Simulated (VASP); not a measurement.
The system is BaTiO3.

```
CELL_PARAMETERS angstrom
2.82767 1.63255 2.31773
-2.82767 1.63255 2.31773
0.00000 -3.26511 2.31773
ATOMIC_POSITIONS crystal
Ba 0.00000 0.00000 0.00000
Ti 0.51400 0.51400 0.51400
O 0.49160 0.49160 0.98150
O 0.49160 0.98150 0.49160
O 0.98150 0.49160 0.49160
```

```yaml
Program: VASP 6.6.1
Task: relaxation of cell and atoms
Functional: PBE
Potentials_or_basis: VASP PAW PBE potentials, release 64 (Ba_sv, Ti_sv, O)
Cutoff: 600 eV
k_mesh: 6 × 6 × 6
Occupations: gaussian, width 0.02 eV
Spin: no spin polarisation
Hubbard_terms: Ti d U = 4.0 eV
```

At the start: pressure 10.2 GPa; volume 12.84 Å³/atom.

Question: Where does the relaxation end?

Answer: Over 36 steps the energy falls by 30.6 meV/atom and the volume is 13.34 Å³/atom (+3.9 %); space group Pm-3m (No. 221, to 0.05 Å).

Step by step:
```csv
step,energy change (eV),largest force (eV/Å),pressure (GPa),volume (Å³)
1,0.0000,1.1767,10.19,64.20
2,0.0211,0.3190,-9.77,72.08
3,-0.1376,0.2580,-0.67,67.74
4,-0.1377,0.2705,-0.49,67.67
5,-0.1423,0.2052,-0.18,67.37
6,-0.1468,0.1228,1.00,66.54
7,-0.1490,0.1344,0.28,66.76
8,-0.1495,0.1429,-0.22,66.93
9,-0.1504,0.1174,-0.18,66.87
10,-0.1521,0.0380,0.14,66.70
11,-0.1522,0.0197,0.21,66.65
12,-0.1525,0.0231,-0.14,66.81
13,-0.1525,0.0226,-0.13,66.80
14,-0.1526,0.0245,-0.05,66.73
15,-0.1526,0.0251,0.04,66.70
16,-0.1526,0.0241,0.05,66.71
17,-0.1526,0.0238,0.03,66.72
18,-0.1527,0.0197,0.03,66.71
19,-0.1528,0.0153,0.08,66.68
20,-0.1528,0.0164,-0.16,66.78
21,-0.1528,0.0139,-0.10,66.73
22,-0.1528,0.0136,-0.04,66.72
23,-0.1528,0.0132,-0.05,66.73
24,-0.1528,0.0092,0.01,66.70
25,-0.1528,0.0086,0.04,66.69
26,-0.1528,0.0087,0.05,66.69
27,-0.1528,0.0091,0.04,66.69
28,-0.1528,0.0077,-0.01,66.73
29,-0.1528,0.0070,-0.02,66.72
30,-0.1528,0.0067,-0.04,66.72
31,-0.1528,0.0058,0.00,66.71
32,-0.1528,0.0059,-0.01,66.71
33,-0.1528,0.0058,0.01,66.71
34,-0.1528,0.0062,0.00,66.71
35,-0.1528,0.0062,0.00,66.72
36,-0.1528,0.0024,-0.01,66.71
```

Final structure:
```
CELL_PARAMETERS angstrom
2.86790 1.65579 2.34151
-2.86790 1.65579 2.34151
0.00000 -3.31157 2.34151
ATOMIC_POSITIONS crystal
Ba 0.99590 0.99590 0.99590
Ti 0.49620 0.49620 0.49620
O 0.49560 0.49560 0.99540
O 0.49560 0.99540 0.49560
O 0.99540 0.49560 0.49560
```
